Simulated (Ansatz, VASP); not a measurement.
SnSe in VASP and in Ansatz

File INCAR:

```
  ALGO = Normal
  EDIFF = 1E-6
  ENCUT = 520
  GGA = PS
  ISIF = 2
  ISMEAR = -1
  LASPH = T
  LCHARG = F
  LREAL = F
  LWAVE = F
  NBANDS = 17
  NELM = 80
  PREC = Accurate
  SIGMA = 0.05
```

File KPOINTS:

```
k-points
0
Gamma
  6 6 6
```

The input POSCAR:

```
SnSe
1.0
    0.0000000000      3.0100000000      2.9347500000
    3.0100000000      0.0000000000      2.9347500000
    3.0100000000      3.0100000000      0.0000000000
Sn Se
1 1
Direct
    0.0000000000      0.0000000000      0.0000000000
    0.5000000000      0.5000000000      0.5000000000
```

Input for Ansatz:

```yaml
crystal:
  lattice:
    - [0.0, 3.01, 2.9347499999999997]
    - [3.01, 0.0, 2.9347499999999997]
    - [3.01, 3.01, 0.0]
  atoms:
    - { symbol: Sn, position: [0.0, 0.0, 0.0] }
    - { symbol: Se, position: [0.5, 0.5, 0.5] }
basis:
  ecutwfc: 450.0
kpoints:
  mp_grid:
    grid: [6, 6, 6]
hamiltonian:
  xc: pbesol
  pseudopotentials:
    kind: paw
scf:
  occupations:
    method: fermi_dirac
    width: 0.05
output:
  stress: true
```

Alike in both runs: task single point; functional PBEsol; k mesh 6 × 6 × 6; occupations fermi-dirac, width 0.05 eV; no spin polarisation.

```csv
,VASP,Ansatz
version,VASP 6.6.1,Ansatz 0.2.0
potentials or method,"VASP PAW PBE potentials, release 64 (Sn_d, Se), cutoff 520 eV","plane waves, PAW"
valence electrons in the cell,20,30
```

VASP gave:

```
pressure (GPa)                                                : -0.9
traceless stress, the component that is largest in VASP (GPa) : 2.24
```

Question: Estimate Ansatz's values.

Answer: Pressure (GPa): -0.9; traceless stress, the component that is largest in VASP (GPa): 2.23.

VASP's potentials were made for PBE, not for PBEsol. VASP's potentials hold 20 valence electrons a cell and Ansatz's 30, so a difference there can come from the potentials and not from the codes.
